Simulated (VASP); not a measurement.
# Mn2Te3S (P4mm) in VASP: a series of runs

Runs on Mn2Te3S. Level: PBE. Tasks: single point.

All numbers are computed with VASP 6.6.1; they aren't measurements. Logs are shortened: lines on timing, memory, paths and dates and some standing lists are left out, and cuts for length are marked.

**1. The cell of the first run**

The structure is tetragonal, space group P4mm (No. 99). The conventional cell has a = 4.065 Å, b = 4.065 Å, c = 9.861 Å, α = 90.00°, β = 90.00°, γ = 90.00°. Within 3.8 Å of Mn (site symmetry 4mm) lie 5 Te at 2.83 to 3.79 Å and 4 S at 2.88 Å and 4 Mn at 3.75 Å. Within 3.1 Å of Mn (site symmetry 4mm) lie 1 S at 2.32 Å and 4 Te at 2.91 Å. Within 3.9 Å of Te (site symmetry 2mm) lie 4 Te at 2.87 Å and 2 Mn at 3.79 Å and 2 S at 3.86 Å. Te (site symmetry 4mm) has 5 Mn at 2.83 to 2.91 Å within 3.7 Å. S (site symmetry 4mm) has 5 Mn at 2.32 to 2.88 Å within 3.1 Å.

The cell was generated, and may not be a known phase.

**2. Single point, PBE, collinear spin, ferromagnetic start**

INCAR reads:

```
SYSTEM = Mn2Te3S
PREC = Accurate
ENCUT = 520
EDIFF = 1E-6
ISMEAR = 0
SIGMA = 0.15
LREAL = .False.
LASPH = .True.
NELM = 150
ALGO = Normal
ISIF = 2
LWAVE = .False.
LCHARG = .True.
ISPIN = 2
MAGMOM = 4 4 0 0 0 0
LORBIT = 11
LMAXMIX = 4
GGA = PE
LELF = .True.
LVHAR = .True.
NBANDS = 38
```

KPOINTS reads:

```
regular mesh
0
Gamma
  3 3 2
  0 0 0
```

POSCAR reads:

```
Mn2Te3S
1.0
    4.0649608602      0.0000000000      0.0000000000
    0.0000000000      4.0649608602      0.0000000000
    0.0000000000      0.0000000000      9.8605352811
Mn Te S
2 3 1
Direct
    0.5000000000      0.5000000000      0.6484153626
    0.0000000000      0.0000000000      0.4049153130
    0.5000000000      0.0000000000      0.9726835939
    0.0000000000      0.5000000000      0.9726835939
    0.5000000000      0.5000000000      0.3615117951
    0.0000000000      0.0000000000      0.6397893814
```

Potentials or basis: VASP PAW PBE potentials, release 64 (Mn_pv, Te, S).

Started as:

```sh
$ cat potpaw_PBE.64/Mn_pv/POTCAR potpaw_PBE.64/Te/POTCAR potpaw_PBE.64/S/POTCAR > POTCAR
$ mpirun -np 1 vasp_std > vasp.out
```

OUTCAR:

```text
SYSTEM = Mn2Te3S
   PREC = Accurate
   ENCUT = 520
   EDIFF = 1E-6
   ISMEAR = 0
   LREAL = .False.
   LASPH = .True.
   NELM = 150
   ISIF = 2
   ISPIN = 2
   LORBIT = 11
   GGA = PE

 ion  position               nearest neighbor table
   1  0.500  0.500  0.648-   5 2.83   6 2.88   6 2.88   6 2.88   6 2.88
   2  0.000  0.000  0.405-   6 2.32   5 2.91   5 2.91   5 2.91   5 2.91
   3  0.500  0.000  0.973-   4 2.87   4 2.87   4 2.87   4 2.87
   4  0.000  0.500  0.973-   3 2.87   3 2.87   3 2.87   3 2.87
   5  0.500  0.500  0.362-   1 2.83   2 2.91   2 2.91   2 2.91   2 2.91
   6  0.000  0.000  0.640-   2 2.32   1 2.88   1 2.88   1 2.88   1 2.88

  LATTYP: Found a simple tetragonal cell.
 ALAT       =     4.0649608602
 C/A-ratio  =     2.4257392925

  Lattice vectors:

 A1 = (   4.0649608602,   0.0000000000,   0.0000000000)
 A2 = (   0.0000000000,   4.0649608602,   0.0000000000)
 A3 = (   0.0000000000,   0.0000000000,   9.8605352811)

Analysis of symmetry for initial positions (statically):
=====================================================================
 Subroutine PRICEL returns:
 Original cell was already a primitive cell.

 Routine SETGRP: Setting up the symmetry group for a
 simple tetragonal supercell.

 Subroutine GETGRP returns: Found  8 space group operations
 (whereof  8 operations were pure point group operations)
 out of a pool of 16 trial point group operations.

The static configuration has the point symmetry C_4v.

Analysis of symmetry for dynamics (positions and initial velocities):
=====================================================================
 Subroutine PRICEL returns:
 Original cell was already a primitive cell.

 Routine SETGRP: Setting up the symmetry group for a
 simple tetragonal supercell.

 Subroutine GETGRP returns: Found  8 space group operations
 (whereof  8 operations were pure point group operations)
 out of a pool of 16 trial point group operations.

The dynamic configuration has the point symmetry C_4v.

Analysis of structural, dynamic, and magnetic symmetry:
=====================================================================
 Subroutine PRICEL returns:
 Original cell was already a primitive cell.

 Routine SETGRP: Setting up the symmetry group for a
 simple tetragonal supercell.

 Subroutine GETGRP returns: Found  8 space group operations
 (whereof  8 operations were pure point group operations)
 out of a pool of 16 trial point group operations.

The overall configuration has the point symmetry C_4v.

 Subroutine INISYM returns: Found  8 space group operations
 (whereof  8 operations are pure point group operations),
 and found     1 'primitive' translations

----------------------------------------------------------------------------------------

                                     Primitive cell

  volume of cell :     162.9346

  direct lattice vectors                    reciprocal lattice vectors
     4.064960860  0.000000000  0.000000000     0.246004829  0.000000000  0.000000000
     0.000000000  4.064960860  0.000000000     0.000000000  0.246004829  0.000000000
     0.000000000  0.000000000  9.860535281     0.000000000  0.000000000  0.101414373

  length of vectors
     4.064960860  4.064960860  9.860535281     0.246004829  0.246004829  0.101414373

  position of ions in fractional coordinates (direct lattice)
     0.500000000  0.500000000  0.648415363
     0.000000000  0.000000000  0.404915313
     0.500000000  0.000000000  0.972683594
     0.000000000  0.500000000  0.972683594
     0.500000000  0.500000000  0.361511795
     0.000000000  0.000000000  0.639789381

  ion indices of the primitive-cell ions
   primitive index   ion index
                 1           1
                 2           2
                 3           3
                 4           4
                 5           5
                 6           6

[... 28 lines left out ...]
  0.000000  0.000000  0.000000      1.000000
  0.333333  0.000000  0.000000      4.000000
  0.333333  0.333333  0.000000      4.000000
  0.000000  0.000000  0.500000      1.000000
  0.333333  0.000000  0.500000      4.000000
  0.333333  0.333333  0.500000      4.000000
   k-points           NKPTS =      6   k-points in BZ     NKDIM =      6   number of bands    NBANDS=     38
   number of dos      NEDOS =    301   number of ions     NIONS =      6
   total plane-waves  NPLWV =  72000
   dimension x,y,z NGX =    30 NGY =   30 NGZ =   80
   dimension x,y,z NGXF=    60 NGYF=   60 NGZF=  160
   ions per type =               2   3   1
   NGX,Y,Z   is equivalent  to a cutoff of  12.27, 12.27, 13.49 a.u.
   NGXF,Y,Z  is equivalent  to a cutoff of  24.54, 24.54, 26.98 a.u.
 SYSTEM =  Mn2Te3S
   PREC   = accura    normal or accurate (medium, high low for compatibility)
   ISTART =      0    job   : 0-new  1-cont  2-samecut
   ICHARG =      2    charge: 1-file 2-atom 10-const
   ISPIN  =      2    spin polarized calculation?
   LNONCOLLINEAR =      F non collinear calculations
   LSORBIT =      F    spin-orbit coupling
   LASPH  =      T    aspherical Exc in radial PAW
   ENCUT  =  520.0 eV  38.22 Ry    6.18 a.u.   7.56  7.56 18.33*2*pi/ulx,y,z
   NELM   =    150;   NELMIN=  2; NELMDL= -5     # of ELM steps
   EDIFF  = 0.1E-05   stopping-criterion for ELM
   LREAL  =      F    real-space projection
   EDIFFG = 0.1E-04   stopping-criterion for IOM
   NSW    =      0    number of steps for IOM
   IBRION =     -1    ionic relax: 0-MD 1-quasi-New 2-CG
   NFREE  =      0    steps in history (QN), initial steepest desc. (CG)
   ISIF   =      2    stress and relaxation
   ISYM   =      2    0-nonsym 1-usesym 2-fastsym
   POTIM  = 0.5000    time-step for ionic-motion
   TEBEG  =    0.0;   TEEND  =   0.0 temperature during run
   PSTRESS=    0.0 pullay stress
   NELECT =      50.0000    total number of electrons
   NUPDOWN=      -1.0000    fix difference up-down
   EMIN   =  10.00;   EMAX   =-10.00  energy-range for DOS
   EFERMI =   0.00;   METHOD = LEGACY
   ISMEAR =     0;   SIGMA  =   0.15  broadening in eV -4-tet -1-fermi 0-gaus
   EFERMI_NEDOS =   21; number of points for ismear=-14 and -15
   IALGO  =     38    algorithm
   IMIX   =      4    mixing-type and parameters
     AMIX     =   0.40;   BMIX     =  1.00
     AMIX_MAG =   1.60;   BMIX_MAG =  1.00
  volume/ion in A,a.u.               =      27.16       183.26
  Fermi-wavevector in a.u.,A,eV,Ry     =   1.104232  2.086696 16.589976  1.219329
  Thomas-Fermi vector in A             =   2.240702
   LORBIT       =     11    0 simple, 1 ext, 2 COOP (PROOUT), +10 PAW based schemes
   GGA     = PE    functional components
   LHFCALC =     F    Hartree Fock is set to
   AEXX    =    0.0000 exact exchange contribution
   IVDW    =     0    specifies the selected vdW correction
   LEPSILON=     F    determine dielectric tensor
   LRPA    =     F    only Hartree local field effects (RPA)
 spin polarized calculation
 Gauss-broadening in eV      SIGMA  =   0.15
  energy-cutoff  :      520.00
  volume of cell :      162.93
 maximum number of plane-waves:      4412
 NGX is ok and might be reduce to    30
   NGX = 15   NGY = 15   NGZ = 37

 number of electron      50.0000031 magnetization       9.4824162

 Free energy of the ion-electron system (eV)
  ---------------------------------------------------
  ext. energy  EPLUGINS =         0.00000000
  ---------------------------------------------------
  free energy    TOTEN  =       -30.86931542 eV

  energy without entropy =      -30.82130272  energy(sigma->0) =      -30.84530907

 E-fermi :   5.7238     XC(G=0):  -9.3884

 val. band max:        5.7078274962   @ k =   0.3333   0.0000   0.5000
 cond. band min:       5.8785063146   @ k =   0.3333   0.0000   0.5000
 fundamental gap:      0.1706788184
 Fermi energy:         5.7237655774

 spin component 1

 k-point     1 :       0.0000    0.0000    0.0000
  band No.  band energies     occupation
      1     -45.3631      1.00000
      2     -45.3631      1.00000
      3     -45.3539      1.00000
      4     -45.0388      1.00000
      5     -45.0388      1.00000
      6     -44.9638      1.00000
[... 229 lines left out ...]
     36      10.9502      0.00000
     37      11.2810      0.00000
 Fermi energy:         5.7237655774

 spin component 2

 k-point     1 :       0.0000    0.0000    0.0000
  band No.  band energies     occupation
      1     -40.7585      1.00000
      2     -40.7585      1.00000
      3     -40.6941      1.00000
      4     -40.6527      1.00000
      5     -40.6527      1.00000
      6     -40.5894      1.00000
[... 229 lines left out ...]
     36      11.2780      0.00000
     37      11.8143      0.00000
 [bands above 37 left out]

------------------------ aborting loop because EDIFF is reached ----------------------------------------

  FORCE on cell =-STRESS in cart. coord.  units (eV):
  Direction    XX          YY          ZZ          XY          YZ          ZX
  --------------------------------------------------------------------------------------
  -------------------------------------------------------------------------------------
  Total        0.1060696      0.1060696      0.7806071      0.0000000     -0.0000000      0.0000000
  in kB        1.0430095      1.0430095      7.6759097      0.0000000     -0.0000000      0.0000000
  external PRESSURE =       3.2539763 kB  Pullay stress =       0.0000000 kB

 VOLUME and BASIS-vectors are now :
 -----------------------------------------------------------------------------
  energy-cutoff  :      520.00
  volume of cell :      162.93
      direct lattice vectors                 reciprocal lattice vectors
     4.064960860  0.000000000  0.000000000     0.246004829  0.000000000  0.000000000
     0.000000000  4.064960860  0.000000000     0.000000000  0.246004829  0.000000000
     0.000000000  0.000000000  9.860535281     0.000000000  0.000000000  0.101414373

 POSITION                                       TOTAL-FORCE (eV/Angst)
 -----------------------------------------------------------------------------------
      2.03248      2.03248      6.39372        -0.000000     -0.000000      0.025339
      0.00000      0.00000      3.99268         0.000000     -0.000000      0.057566
      2.03248      0.00000      9.59118        -0.000000     -0.000000      0.006662
      0.00000      2.03248      9.59118        -0.000000     -0.000000      0.006662
      2.03248      2.03248      3.56470        -0.000000      0.000000     -0.041329
      0.00000      0.00000      6.30867        -0.000000     -0.000000     -0.054902
 -----------------------------------------------------------------------------------
    total drift:                                0.000000      0.000000      0.000560

  FREE ENERGIE OF THE ION-ELECTRON SYSTEM (eV)
  ---------------------------------------------------
  free  energy   TOTEN  =       -30.8693154198 eV

  energy  without entropy=      -30.8213027161  energy(sigma->0) =      -30.84530907

 total charge

# of ion       s       p       d       tot
------------------------------------------
    1        0.191   6.095   4.894  11.180
    2        0.247   6.165   4.949  11.362
    3        1.414   1.887   0.069   3.370
    4        1.414   1.887   0.069   3.370
    5        1.360   2.013   0.026   3.400
    6        1.338   2.348   0.000   3.685
--------------------------------------------------
tot          5.963  20.395  10.008  36.367

 magnetization (x)

# of ion       s       p       d       tot
------------------------------------------
    1        0.058   0.027   4.324   4.409
    2        0.053   0.044   3.980   4.077
    3        0.002   0.042   0.003   0.047
    4        0.002   0.042   0.003   0.047
    5        0.012  -0.049   0.009  -0.028
    6        0.016   0.094   0.000   0.110
--------------------------------------------------
tot          0.144   0.200   8.317   8.661
```

Run time: 2.1 min. Hardware: 1 thread of Oxide Virtual Turin-like, shared host; peak memory 0.3 GiB.

Results:

* Free energy: -30.8693 eV
* Pressure: 0.3 GPa
* Largest force: 0.058 eV/Å
* Net moment: 9.48 μB per cell
* Site moments: Mn +4.41, +4.08; Te +0.05, -0.03 (each value once); S +0.11 μB
* Valence electrons inside the program's atomic spheres: Mn 11.18, 11.36; Te 3.37, 3.40 (each value once); S 3.69

Forces in eV/Å, atoms in the order of the input:
```
Mn   0.000  0.000  0.025
Mn   0.000  0.000  0.058
Te   0.000  0.000  0.007
Te   0.000  0.000  0.007
Te   0.000  0.000 -0.041
S    0.000  0.000 -0.055
```

Levels at points of the mesh, in eV from the Fermi level:
Spin up:
```
           k point  band 27  band 28  band 29  band 30  band 31  band 32  band 33  band 34
(0.00, 0.00, 0.00)    -1.01    -1.01    -0.92     0.47     0.88     1.37     2.78     3.57
(0.00, 0.00, 0.50)    -1.18    -0.99    -0.99     0.88     1.16     1.58     2.54     3.57
```
Spin down:
| k point | band 16 | band 17 | band 18 | band 19 | band 20 | band 21 | band 22 | band 23 | band 24 | band 25 |
| --- | --- | --- | --- | --- | --- | --- | --- | --- | --- | --- |
| (0.00, 0.00, 0.00) | -2.44 | -1.97 | -1.51 | -1.51 | -0.40 | 0.19 | 0.21 | 0.54 | 0.69 | 0.69 |
| (0.00, 0.00, 0.50) | -2.45 | -2.45 | -1.48 | -1.48 | -0.45 | 0.21 | 0.28 | 0.61 | 0.67 | 0.67 |

Caveat: the k points lie up to 0.52 Å⁻¹ apart; spin-orbit coupling is left out, which moves the levels of the heavy elements; this functional lacks dispersion, which binds layers or chains, so the pressure and a relaxed spacing across them are unreliable; semilocal functionals often make such compounds metallic where correlation or magnetic order opens a gap, which also shifts bond lengths; the run started ferromagnetic, and an antiferromagnetic order may lie lower in energy. With open d or f shells a metallic result of PBE can be an artefact of self-interaction; +U or a hybrid may open a gap.

**3. Single point, PBE, collinear spin, ferromagnetic start**

This run uses another cell than the first one, of 27.45 Å³/atom.

INCAR reads:

```
SYSTEM = Mn2Te3S
  PREC = Accurate
  ENCUT = 520
  EDIFF = 1E-6
  ISMEAR = 0
  SIGMA = 0.15
  LREAL = .False.
  LASPH = .True.
  NELM = 150
  ALGO = Normal
  ISIF = 2
  LWAVE = .False.
  LCHARG = .False.
  ISPIN = 2
  MAGMOM = 4 4 0 0 0 0
  LORBIT = 11
  LMAXMIX = 4
  GGA = PE
  NBANDS = 38
```

KPOINTS reads:

```
Automatic mesh
0
Gamma
  3 3 2
  0 0 0
```

POSCAR reads:

```
Mn2Te3S
1.0
    4.6660078981      0.0000000000      0.0000000000
    0.0000000000      4.6660078981      0.0000000000
    0.0000000000      0.0000000000      7.5642542211
Mn Te S
2 3 1
Direct
    0.5000000000      0.0000000000      0.5389297216
    0.0000000000      0.5000000000      0.5389297216
    0.5000000000      0.0000000000      0.1852167250
    0.0000000000      0.5000000000      0.1852167250
    0.5000000000      0.5000000000      0.7323220434
    0.0000000000      0.0000000000      0.5891031234
```

Potentials or basis: VASP PAW PBE potentials, release 64 (Mn_pv, Te, S).

Started as:

```sh
$ cat potpaw_PBE.64/Mn_pv/POTCAR potpaw_PBE.64/Te/POTCAR potpaw_PBE.64/S/POTCAR > POTCAR
$ mpirun -np 1 vasp_std > vasp.out
```

Run time: 1.7 min. Hardware: 1 thread of Oxide Virtual Turin-like, shared host; peak memory 0.29 GiB.

Results (log left out):

- Free energy: -32.2164 eV
- Pressure: 0.0 GPa
- Largest force: 0.029 eV/Å
- Net moment: 7.84 μB per cell
- Site moments: Mn +3.70; Te -0.05, -0.03 (each value once); S +0.01 μB
- Valence electrons inside the program's atomic spheres: Mn 11.48; Te 3.28, 3.40 (each value once); S 3.73

Forces in eV/Å, atoms in the order of the input:
```
Mn   0.000  0.000  0.001
Mn   0.000  0.000  0.001
Te   0.000  0.000 -0.013
Te   0.000  0.000 -0.013
Te   0.000  0.000  0.029
S    0.000  0.000 -0.005
```

Stress tensor (GPa, compression positive):
```
-0.04  0.00  0.00
 0.00 -0.04  0.00
 0.00  0.00  0.20
```

Levels at points of the mesh, in eV from the Fermi level:
Spin up:
```csv
k point,band 26,band 27,band 28,band 29,band 30,band 31,band 32,band 33
"(0.00, 0.00, 0.00)",-0.50,-0.38,-0.23,-0.23,0.09,1.64,1.94,1.94
"(0.00, 0.00, 0.50)",-1.11,-0.38,-0.28,-0.28,-0.19,1.87,1.87,2.13
```
Spin down:
| k point | band 18 | band 19 | band 20 | band 21 | band 22 | band 23 | band 24 | band 25 |
| --- | --- | --- | --- | --- | --- | --- | --- | --- |
| (0.00, 0.00, 0.00) | -1.53 | -1.53 | -1.19 | -0.81 | 0.25 | 0.58 | 0.58 | 1.34 |
| (0.00, 0.00, 0.50) | -1.41 | -1.41 | -1.35 | -0.81 | 0.25 | 0.57 | 0.57 | 1.26 |

Caveat: the k points lie up to 0.45 Å⁻¹ apart; spin-orbit coupling is left out, which moves the levels of the heavy elements; this functional lacks dispersion, which binds layers or chains, so the pressure and a relaxed spacing across them are unreliable; semilocal functionals often make such compounds metallic where correlation or magnetic order opens a gap, which also shifts bond lengths; the run started ferromagnetic, and an antiferromagnetic order may lie lower in energy. With open d or f shells a metallic result of PBE can be an artefact of self-interaction; +U or a hybrid may open a gap.
